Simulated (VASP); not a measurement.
# Si2W (I4/mmm) in VASP: a series of runs

The runs below take Si2W through single point, with PBE.

Program: VASP 6.6.1. These are calculated values, not measurements. Logs are shortened: lines on timing, memory, paths and dates and some standing lists are left out, and cuts for length are marked.

**1. The cell of the first run**

Symmetry: I4/mmm, No. 139, tetragonal system. Conventional cell: a = 3.212 Å, b = 3.212 Å, c = 8.116 Å, α = 90.00°, β = 90.00°, γ = 90.00°. Within 3.5 Å of Si (site symmetry 4mm) lie 9 Si at 2.64 to 3.21 Å and 5 W at 2.64 to 2.70 Å. Within 3.5 Å of W (site symmetry 4/mmm) lie 10 Si at 2.64 to 2.70 Å and 4 W at 3.21 Å.

**2. Single point, PBE (zz strain of +3 %)**

The input, INCAR:

```
  ALGO = Normal
  EDIFF = 1E-6
  ENCUT = 520
  GGA = PE
  ISIF = 2
  ISMEAR = -1
  ISYM = 0
  LASPH = True
  LCHARG = False
  LREAL = False
  LWAVE = False
  NBANDS = 18
  NELM = 80
  PREC = Accurate
  SIGMA = 0.05
```

The input, KPOINTS:

```
k-points
0
Gamma
  11 11 14
```

The input, POSCAR:

```
Si2W
1.0
   -1.6060000000      1.6060000000      4.0582000000
    1.6060000000     -1.6060000000      4.0582000000
    1.6060000000      1.6060000000     -4.0582000000
Si W
2 1
Direct
    0.3330000000      0.3330000000      0.0000000000
    0.6670000000      0.6670000000      0.0000000000
    0.0000000000      0.0000000000      0.0000000000
```

Potentials or basis: VASP PAW PBE potentials, release 64 (Si, W_sv).

On the command line:

```sh
$ cat potpaw_PBE.64/Si/POTCAR potpaw_PBE.64/W_sv/POTCAR > POTCAR
$ mpirun -np 1 vasp_std > vasp.out
```

OUTCAR:

```text
EDIFF = 1E-6
   ENCUT = 520
   GGA = PE
   ISIF = 2
   ISMEAR = -1
   ISYM = 0
   LASPH = True
   LREAL = False
   NELM = 80
   PREC = Accurate

 ion  position               nearest neighbor table
   1  0.333  0.333  0.000-   2 2.64   2 2.64   2 2.64   2 2.64   3 2.64   3 2.64   3 2.64   3 2.64
                             3 2.70   2 2.71
   2  0.667  0.667  0.000-   1 2.64   1 2.64   1 2.64   1 2.64   3 2.64   3 2.64   3 2.64   3 2.64
                             3 2.70   1 2.71
   3  0.000  0.000  0.000-   2 2.64   2 2.64   2 2.64   1 2.64   2 2.64   1 2.64   1 2.64   1 2.64
                             1 2.70   2 2.70

IMPORTANT INFORMATION: All symmetrisations will be switched off!
NOSYMM: (Re-)initialisation of all symmetry stuff for point group C_1.

----------------------------------------------------------------------------------------

                                     Primitive cell

  volume of cell :      41.8682

  direct lattice vectors                    reciprocal lattice vectors
    -1.606000000  1.606000000  4.058200000     0.000000000  0.311332503  0.123207333
     1.606000000 -1.606000000  4.058200000     0.311332503  0.000000000  0.123207333
     1.606000000  1.606000000 -4.058200000     0.311332503  0.311332503  0.000000000

  length of vectors
     4.650533221  4.650533221  4.650533221     0.334825289  0.334825289  0.440290648

  position of ions in fractional coordinates (direct lattice)
     0.333000000  0.333000000  0.000000000
     0.667000000  0.667000000  0.000000000
     0.000000000  0.000000000  0.000000000

  ion indices of the primitive-cell ions
   primitive index   ion index
                 1           1
                 2           2
                 3           3

----------------------------------------------------------------------------------------

 KPOINTS: k-points

Automatic generation of k-mesh.
 Grid dimensions read from file:
 generate k-points for:   11   11   14

 Generating k-lattice:

  Cartesian coordinates                     Fractional coordinates (reciprocal lattice)
     0.000000000  0.028302955  0.011200667     0.090909091 -0.000000000  0.000000000
     0.028302955  0.000000000  0.011200667    -0.000000000  0.090909091  0.000000000
     0.022238036  0.022238036  0.000000000     0.000000000  0.000000000  0.071428571

  Length of vectors
     0.030438663  0.030438663  0.031449332

  Shift w.r.t. Gamma in fractional coordinates (k-lattice)
     0.000000000  0.000000000  0.000000000

 -----------------------------------------------------------------------------
|                                                                             |
|           W    W    AA    RRRRR   N    N  II  N    N   GGGG   !!!           |
|           W    W   A  A   R    R  NN   N  II  NN   N  G    G  !!!           |
|           W    W  A    A  R    R  N N  N  II  N N  N  G       !!!           |
|           W WW W  AAAAAA  RRRRR   N  N N  II  N  N N  G  GGG   !            |
|           WW  WW  A    A  R   R   N   NN  II  N   NN  G    G                |
|           W    W  A    A  R    R  N    N  II  N    N   GGGG   !!!           |
|                                                                             |
|     Your reciprocal lattice and k-lattice belong to different lattice       |
|     classes:                                                                |
|                                                                             |
|        The reciprocal lattice is body-centered tetragonal,                  |
|        whereas your k-lattice is base-centered monoclinic.                  |
|                                                                             |
|     Results are often still useful ...                                      |
|                                                                             |
 -----------------------------------------------------------------------------

 WARNING: IBZKPT: internal override: KBLOWUP is changed to .FALSE.
      ... skipping the blow-up phase ...

 Subroutine IBZKPT returns following result:
 ===========================================

 Found    848 irreducible k-points:

 Following reciprocal coordinates:
            Coordinates               Weight
  0.000000  0.000000  0.000000      1.000000
  0.090909  0.000000 -0.000000      2.000000
  0.181818  0.000000  0.000000      2.000000
  0.272727  0.000000 -0.000000      2.000000
  0.363636  0.000000 -0.000000      2.000000
  0.454545  0.000000 -0.000000      2.000000
[... 16 lines left out ...]
  0.454545  0.181818  0.000000      2.000000
 -0.454545  0.181818  0.000000      2.000000
 [... further k-points ...]
   k-points           NKPTS =    848   k-points in BZ     NKDIM =    848   number of bands    NBANDS=     18
   number of dos      NEDOS =    301   number of ions     NIONS =      3
   total plane-waves  NPLWV =  46656
   dimension x,y,z NGX =    36 NGY =   36 NGZ =   36
   dimension x,y,z NGXF=    72 NGYF=   72 NGZF=   72
   ions per type =               2   1
   NGX,Y,Z   is equivalent  to a cutoff of  12.87, 12.87, 12.87 a.u.
   NGXF,Y,Z  is equivalent  to a cutoff of  25.74, 25.74, 25.74 a.u.
 SYSTEM =  unknown system
   PREC   = accura    normal or accurate (medium, high low for compatibility)
   ISTART =      0    job   : 0-new  1-cont  2-samecut
   ICHARG =      2    charge: 1-file 2-atom 10-const
   ISPIN  =      1    spin polarized calculation?
   LNONCOLLINEAR =      F non collinear calculations
   LSORBIT =      F    spin-orbit coupling
   LASPH  =      T    aspherical Exc in radial PAW
   ENCUT  =  520.0 eV  38.22 Ry    6.18 a.u.   8.65  8.65  8.65*2*pi/ulx,y,z
   NELM   =     80;   NELMIN=  2; NELMDL= -5     # of ELM steps
   EDIFF  = 0.1E-05   stopping-criterion for ELM
   LREAL  =      F    real-space projection
   EDIFFG = 0.1E-04   stopping-criterion for IOM
   NSW    =      0    number of steps for IOM
   IBRION =     -1    ionic relax: 0-MD 1-quasi-New 2-CG
   NFREE  =      0    steps in history (QN), initial steepest desc. (CG)
   ISIF   =      2    stress and relaxation
   ISYM   =      0    0-nonsym 1-usesym 2-fastsym
   POTIM  = 0.5000    time-step for ionic-motion
   TEBEG  =    0.0;   TEEND  =   0.0 temperature during run
   PSTRESS=    0.0 pullay stress
   NELECT =      22.0000    total number of electrons
   NUPDOWN=      -1.0000    fix difference up-down
   EMIN   =  10.00;   EMAX   =-10.00  energy-range for DOS
   EFERMI =   0.00;   METHOD = LEGACY
   ISMEAR =    -1;   SIGMA  =   0.05  broadening in eV -4-tet -1-fermi 0-gaus
   EFERMI_NEDOS =   21; number of points for ismear=-14 and -15
   IALGO  =     38    algorithm
   IMIX   =      4    mixing-type and parameters
     AMIX     =   0.40;   BMIX     =  1.00
     AMIX_MAG =   1.60;   BMIX_MAG =  1.00
  volume/ion in A,a.u.               =      13.96        94.18
  Fermi-wavevector in a.u.,A,eV,Ry     =   1.321055  2.496432 23.744700  1.745186
  Thomas-Fermi vector in A             =   2.450836
   LORBIT       =      0    0 simple, 1 ext, 2 COOP (PROOUT), +10 PAW based schemes
   GGA     = PE    functional components
   LHFCALC =     F    Hartree Fock is set to
   AEXX    =    0.0000 exact exchange contribution
   IVDW    =     0    specifies the selected vdW correction
   LEPSILON=     F    determine dielectric tensor
   LRPA    =     F    only Hartree local field effects (RPA)
 non-spin polarized calculation
  energy-cutoff  :      520.00
  volume of cell :       41.87
 maximum number of plane-waves:      1151
   NGX = 17   NGY = 17   NGZ = 17

 number of electron      22.0000000 magnetization

 Free energy of the ion-electron system (eV)
  ---------------------------------------------------
  ext. energy  EPLUGINS =         0.00000000
  ---------------------------------------------------
  free energy    TOTEN  =       -24.75468760 eV

  energy without entropy =      -24.75166982  energy(sigma->0) =      -24.75317871

 E-fermi :  11.5190     XC(G=0): -12.3685

 val. band max:       11.5161038499   @ k =   0.3636  -0.3636   0.4286
 cond. band min:      11.5316873072   @ k =   0.3636  -0.2727   0.4286
 fundamental gap:      0.0155834573
 Fermi energy:        11.5189621492

 k-point     1 :       0.0000    0.0000    0.0000
  band No.  band energies     occupation
      1     -62.4531      2.00000
      2     -26.7155      2.00000
      3     -26.6431      2.00000
      4     -26.6422      2.00000
      5      -2.3389      2.00000
      6       4.7968      2.00000
[... 10 lines left out ...]
     17      16.7233      0.00000
     18      16.7241      0.00000

 k-point     2 :       0.0909    0.0000   -0.0000
  band No.  band energies     occupation
      1     -62.4525      2.00000
      2     -26.7141      2.00000
      3     -26.6597      2.00000
      4     -26.6411      2.00000
      5      -2.1850      2.00000
      6       4.7928      2.00000
[... 10 lines left out ...]
     17      16.8193      0.00000
     18      17.3881      0.00000

 k-point     3 :       0.1818    0.0000    0.0000
  band No.  band energies     occupation
      1     -62.4510      2.00000
      2     -26.7102      2.00000
      3     -26.7051      2.00000
      4     -26.6370      2.00000
      5      -1.7321      2.00000
      6       4.7116      2.00000
[... 10 lines left out ...]
     17      17.5547      0.00000
     18      18.8378      0.00000

 k-point     4 :       0.2727    0.0000   -0.0000
  band No.  band energies     occupation
      1     -62.4489      2.00000
      2     -26.7643      2.00000
      3     -26.7050      2.00000
      4     -26.6315      2.00000
      5      -1.0056      2.00000
      6       4.3178      2.00000
[... 10 lines left out ...]
     17      18.5563      0.00000
     18      20.2104      0.00000

 k-point     5 :       0.3636    0.0000   -0.0000
  band No.  band energies     occupation
      1     -62.4470      2.00000
      2     -26.8179      2.00000
      3     -26.7003      2.00000
      4     -26.6265      2.00000
      5      -0.0471      2.00000
      6       3.4539      2.00000
[... 10 lines left out ...]
     17      18.2487      0.00000
     18      19.4518      0.00000

 k-point     6 :       0.4545    0.0000   -0.0000
  band No.  band energies     occupation
      1     -62.4458      2.00000
      2     -26.8496      2.00000
      3     -26.6975      2.00000
      4     -26.6236      2.00000
      5       1.0781      2.00000
      6       2.3140      2.00000
[... 10 lines left out ...]
     17      17.8630      0.00000
     18      17.9305      0.00000

 k-point     7 :       0.0000    0.0909   -0.0000
  band No.  band energies     occupation
      1     -62.4525      2.00000
      2     -26.7141      2.00000
      3     -26.6597      2.00000
      4     -26.6411      2.00000
      5      -2.1850      2.00000
      6       4.7928      2.00000
[... 10 lines left out ...]
     17      16.8193      0.00000
     18      17.3881      0.00000

 k-point     8 :       0.0909    0.0909   -0.0000
  band No.  band energies     occupation
      1     -62.4519      2.00000
      2     -26.7130      2.00000
      3     -26.6595      2.00000
      4     -26.6568      2.00000
      5      -1.9910      2.00000
      6       4.5663      2.00000
[... 10 lines left out ...]
     17      17.4379      0.00000
     18      17.5358      0.00000
[... 229 lines left out ...]
     17      17.6840      0.00000
     18      18.9399      0.00000

 k-point    20 :       0.1818    0.1818    0.0000
  band No.  band energies     occupation
      1     -62.4488      2.00000
      2     -26.7061      2.00000
      3     -26.7012      2.00000
      4     -26.6959      2.00000
      5      -1.0024      2.00000
      6       4.1273      2.00000
[... 10 lines left out ...]
     17      17.6614      0.00000
     18      19.7012      0.00000

 k-point    21 :       0.2727    0.1818   -0.0000
  band No.  band energies     occupation
      1     -62.4467      2.00000
      2     -26.7571      2.00000
      3     -26.7004      2.00000
      4     -26.6923      2.00000
      5      -0.2571      2.00000
      6       3.8932      2.00000
[... 10 lines left out ...]
     17      17.8989      0.00000
     18      19.8371      0.00000

 k-point    22 :       0.3636    0.1818   -0.0000
  band No.  band energies     occupation
      1     -62.4448      2.00000
      2     -26.8100      2.00000
      3     -26.6951      2.00000
      4     -26.6866      2.00000
      5       0.6811      2.00000
      6       3.3641      2.00000
[... 10 lines left out ...]
     17      18.4263      0.00000
     18      19.7986      0.00000

 k-point    23 :       0.4545    0.1818    0.0000
  band No.  band energies     occupation
      1     -62.4437      2.00000
      2     -26.8412      2.00000
      3     -26.6915      2.00000
      4     -26.6832      2.00000
      5       1.7496      2.00000
      6       2.3656      2.00000
[... 10 lines left out ...]
     17      18.5014      0.00000
     18      20.2932      0.00000

 k-point    24 :      -0.4545    0.1818    0.0000
  band No.  band energies     occupation
      1     -62.4437      2.00000
      2     -26.8411      2.00000
      3     -26.6907      2.00000
      4     -26.6832      2.00000
      5       1.2216      2.00000
      6       2.8952      2.00000
[... 10 lines left out ...]
     17      18.4416      0.00000
     18      19.5964      0.00000

 [... further k-points ...]
[... 5 lines left out ...]
  --------------------------------------------------------------------------------------
  -------------------------------------------------------------------------------------
  Total       -0.0788748     -0.0788721     -3.6545693      0.0054744     -0.0042977     -0.0042965
  in kB       -3.0183143     -3.0182089   -139.8499347      0.2094912     -0.1644624     -0.1644138
  external PRESSURE =     -48.6288193 kB  Pullay stress =       0.0000000 kB

 VOLUME and BASIS-vectors are now :
 -----------------------------------------------------------------------------
  energy-cutoff  :      520.00
  volume of cell :       41.87
      direct lattice vectors                 reciprocal lattice vectors
    -1.606000000  1.606000000  4.058200000     0.000000000  0.311332503  0.123207333
     1.606000000 -1.606000000  4.058200000     0.311332503  0.000000000  0.123207333
     1.606000000  1.606000000 -4.058200000     0.311332503  0.311332503  0.000000000

 POSITION                                       TOTAL-FORCE (eV/Angst)
 -----------------------------------------------------------------------------------
      0.00000      0.00000      2.70276         0.000599      0.000599      0.275256
      0.00000      0.00000      5.41364        -0.000599     -0.000599     -0.275256
      0.00000      0.00000      0.00000        -0.000000      0.000000     -0.000000
 -----------------------------------------------------------------------------------
    total drift:                               -0.000000      0.000000     -0.000000

  FREE ENERGIE OF THE ION-ELECTRON SYSTEM (eV)
  ---------------------------------------------------
  free  energy   TOTEN  =       -24.7546876016 eV

  energy  without entropy=      -24.7516698167  energy(sigma->0) =      -24.75317871
```

Wall time 12 min (1 thread of Intel Xeon 8259CL, shared host); peak memory 0.66 GiB.

Results:

```yaml
Free_energy: -24.7547 eV
Pressure: -4.9 GPa
Largest_force: 0.275 eV/Å
Band_gap_on_the_k_mesh: zero (bands 11 and 12 overlap by 1.39 eV)
```

Forces on the atoms (eV/Å):
```
Si   0.001  0.001  0.275
Si  -0.001 -0.001 -0.275
W    0.000  0.000  0.000
```

Stress tensor (GPa, compression positive):
```
 -0.30   0.02  -0.02
  0.02  -0.30  -0.02
 -0.02  -0.02 -13.98
```

Caveat: the cell differs from its parent crystal (zz strain of +3 %); the stress differs along the axes, from -14 to -0 GPa; spin-orbit coupling is left out, which moves the levels of the heavy elements.

**3. Single point, PBE (equal xx and yy strain of -3 %)**

The input, INCAR:

```
PREC = Accurate
ENCUT = 520
EDIFF = 1E-7
ISMEAR = -1
SIGMA = 0.05
LREAL = False
LASPH = True
NELM = 60
ALGO = Normal
ISIF = 2
LWAVE = False
LCHARG = True
GGA = PE
LELF = True
LVHAR = True
NBANDS = 18
ISYM = 0
```

The input, KPOINTS:

```
Automatic mesh
0
Gamma
  11 11 14
```

The input, POSCAR:

```
Si2W
1.0
   -1.5578200000      1.5578200000      3.9400000000
    1.5578200000     -1.5578200000      3.9400000000
    1.5578200000      1.5578200000     -3.9400000000
Si W
2 1
Direct
    0.3330000000      0.3330000000      0.0000000000
    0.6670000000      0.6670000000      0.0000000000
    0.0000000000      0.0000000000      0.0000000000
```

Potentials or basis: VASP PAW PBE potentials, release 64 (Si, W_sv).

On the command line:

```sh
$ cat potpaw_PBE.64/Si/POTCAR potpaw_PBE.64/W_sv/POTCAR > POTCAR
$ mpirun -np 1 vasp_std > vasp.out
```

Wall time 20 min (1 thread of Intel Xeon 8259CL, shared host); peak memory 0.65 GiB.

Results (log left out):

```
Free energy            : -24.6309 eV
Pressure               : 17.3 GPa
Largest force          : 0.037 eV/Å
Band gap on the k mesh : zero (bands 11 and 12 overlap by 1.56 eV)
```

Forces in eV/Å, atoms in the order of the input:
```
Si   0.000  0.000  0.037
Si   0.000  0.000 -0.037
W    0.000  0.000  0.000
```

Stress tensor (GPa, compression positive):
```
22.17 -0.01 -0.01
-0.01 22.17 -0.01
-0.01 -0.01  7.43
```

Levels at points of the mesh, in eV from the Fermi level:
| k point | band 8 | band 9 | band 10 | band 11 | band 12 | band 13 | band 14 | band 15 |
| --- | --- | --- | --- | --- | --- | --- | --- | --- |
| (0.00, 0.00, 0.00) | -3.70 | -2.92 | -2.92 | 0.87 | 2.61 | 3.20 | 3.53 | 3.53 |
| (0.00, 0.00, 0.50) | -5.59 | -5.30 | -3.80 | -1.72 | 2.51 | 3.41 | 3.42 | 3.52 |

Caveat: the cell differs from its parent crystal (equal xx and yy strain of -3 %); the stress differs along the axes, from 7 to 22 GPa; spin-orbit coupling is left out, which moves the levels of the heavy elements.

**4. Single point, PBE**

This run uses another cell than the first one, of 13.55 Å³/atom.

The input, INCAR:

```
ALGO = Normal
EDIFF = 1E-6
ENCUT = 520
GGA = PE
ISIF = 2
ISMEAR = -1
ISYM = 0
LASPH = T
LCHARG = F
LREAL = F
LWAVE = F
NBANDS = 18
NELM = 80
PREC = Accurate
SIGMA = 0.05
```

The input, KPOINTS:

```
k-points
0
Gamma
  11 11 14
```

The input, POSCAR:

```
Si2W
1.0
   -1.6060000000      1.6060000000      3.9400000000
    1.6060000000     -1.6060000000      3.9400000000
    1.6060000000      1.6060000000     -3.9400000000
Si W
2 1
Direct
    0.3330000000      0.3330000000      0.0000000000
    0.6670000000      0.6670000000      0.0000000000
    0.0000000000      0.0000000000      0.0000000000
```

On the command line:

```sh
$ cat potpaw_PBE.64/Si/POTCAR potpaw_PBE.64/W_sv/POTCAR > POTCAR
$ mpirun -np 1 vasp_std > vasp.out
```

Wall time 19 min (1 thread of Intel Xeon 8259CL, shared host); peak memory 0.68 GiB.

The run converged. Its results:

| Property | Result |
| --- | --- |
| Free energy | -24.8097 eV |
| Pressure | 1.7 GPa |
| Largest force | 0.211 eV/Å |
| Band gap on the k mesh | zero (bands 11 and 12 overlap by 1.25 eV) |

Forces on the atoms (eV/Å):
```
Si  -0.001 -0.001  0.211
Si   0.001  0.001 -0.211
W    0.000  0.000  0.000
```

Stress tensor (GPa, compression positive):
```
2.60 0.05 0.00
0.05 2.60 0.00
0.00 0.00 0.00
```

Levels at points of the mesh, in eV from the Fermi level:
| k point | band 8 | band 9 | band 10 | band 11 | band 12 | band 13 | band 14 | band 15 |
| --- | --- | --- | --- | --- | --- | --- | --- | --- |
| (0.00, 0.00, 0.00) | -3.30 | -2.87 | -2.87 | 0.66 | 2.65 | 2.86 | 3.16 | 3.16 |
| (0.00, 0.00, 0.50) | -5.58 | -5.06 | -3.29 | -1.72 | 2.60 | 2.97 | 3.11 | 3.73 |

Caveat: spin-orbit coupling is left out, which moves the levels of the heavy elements.

**5. Summary**

```csv
cell,gap on the mesh (eV),pressure (GPa),largest force (eV/Å)
"a = 4.651 Å, angles 139.6, 139.6, 58.5°, 3 atoms",none,-4.9,0.28
"a = 4.514 Å, angles 139.6, 139.6, 58.4°, 3 atoms",none,17.3,0.04
"a = 4.548 Å, angles 138.6, 138.6, 59.9°, 3 atoms",none,1.7,0.21
```

Alike in all rows: task single point; level PBE; potentials or basis VASP PAW PBE potentials, release 64 (Si, W_sv); no spin polarisation; k mesh 11 × 11 × 14; cutoff (eV) 520; smearing fermi-dirac 0.05 eV.

Caveats: spin-orbit coupling is left out, which moves the levels of the heavy elements; the stress differs along the axes, from -14 to -0 GPa (at least some runs); the stress differs along the axes, from 7 to 22 GPa (at least some runs).

Total energies depend on the potentials used, so only differences within one code and one set of settings carry meaning.

The gap in the log of VASP goes by the Fermi energy; the results here count the filled bands.